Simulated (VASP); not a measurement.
**Na: single point with r2SCAN**

Na:

```
Na
1.0
    -2.11750    2.11750    2.05397
     2.11750   -2.11750    2.05397
     2.11750    2.11750   -2.05397
Na
1
Cartesian
  0.0000 0.0000 0.0000
```

This cell differs from its parent crystal: strain +0.000 along x and y, -0.030 along z.

```json
{
 "Program": "VASP 6.6.1",
 "Task": "single point",
 "Functional": "r2SCAN",
 "Potentials or basis": "VASP PAW PBE potentials, release 64 (Na_pv)",
 "Cutoff": "520 eV",
 "k mesh": "16 × 16 × 16",
 "Occupations": "gaussian, width 0.15 eV",
 "Spin": "no spin polarisation"
}
```

```json
{"Pressure": "0.2 GPa"}
```

Levels at points of the mesh, in eV from the Fermi level:
```csv
k point,band 1,band 2,band 3,band 4,band 5,band 6,band 7,band 8,band 9
"(0.00, 0.00, 0.00)",-26.01,-26.01,-26.01,-3.50,12.13,12.63,12.63,13.42,13.94
"(0.50, 0.00, 0.00)",-26.04,-26.02,-26.01,0.77,1.49,8.55,9.93,9.93,11.30
"(0.50, 0.50, 0.00)",-26.04,-26.02,-26.00,0.64,1.34,8.98,10.35,10.38,11.46
"(0.50, 0.50, 0.50)",-26.03,-26.03,-26.03,4.57,4.84,5.13,5.13,5.72,8.99
```

Run time: 9.6 min on 1 thread of Oxide Virtual Turin-like Processor, with other jobs on the host, peak memory 0.2 GiB.

Caveat: the cell differs from its parent crystal (strain +0.000 along x and y, -0.030 along z); the PAW data sets were made with another functional, which shifts forces and pressure a little.
